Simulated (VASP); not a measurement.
Set up this calculation in VASP 6.6.1, as the native input.

- Task: single point
- Functional: PBEsol
- Potentials or basis: VASP PAW PBE potentials, release 64 (Bi_d, N)
- Cutoff: 520 eV
- k mesh: 10 × 10 × 6
- Occupations: gaussian, width 0.05 eV
- Spin: no spin polarisation
- Dipole correction: no
- Further INCAR settings: ALGO = Normal; EDIFF = 1e-06; NBANDS = 28

The structure of BiN lies in POSCAR:

```
BiN
1.0
    3.4261558849      0.0000000000      0.0000000000
   -1.7130779424      2.9671380336      0.0000000000
    0.0000000000      0.0000000000      6.3239169178
Bi N
2 2
Direct
    0.0000000000      0.0000000000      0.0000000000
    0.0000000000      0.0000000000      0.5000000000
    0.3333333333      0.6666666667      0.2500000000
    0.6666666667      0.3333333333      0.7500000000
```

These files were run (other wordings do the same):

INCAR

```
PREC = Accurate
ENCUT = 520
EDIFF = 1E-6
ISMEAR = 0
SIGMA = 0.05
LREAL = False
LASPH = True
NELM = 60
ALGO = Normal
ISIF = 2
LWAVE = False
LCHARG = False
GGA = PS
NBANDS = 28
```

KPOINTS

```
regular mesh
0
Gamma
  10 10 6
```

Potentials or basis: VASP PAW PBE potentials, release 64 (Bi_d, N).

Run with:

```console
$ cat potpaw_PBE.64/Bi_d/POTCAR potpaw_PBE.64/N/POTCAR > POTCAR
$ mpirun -np 1 vasp_std > vasp.out
```

Results of the run:

```
Pressure               : 5.4 GPa
Band gap on the k mesh : zero (bands 20 and 21 overlap by 1.15 eV)
```

Caveat: the cell stands under pressure; the PAW data sets were made with another functional, which shifts forces and pressure a little; spin-orbit coupling is left out, which moves the levels of the heavy elements.

It took 110 s on 1 thread of Oxide Virtual Turin-like Processor, on a shared host, peak memory 0.19 GiB.
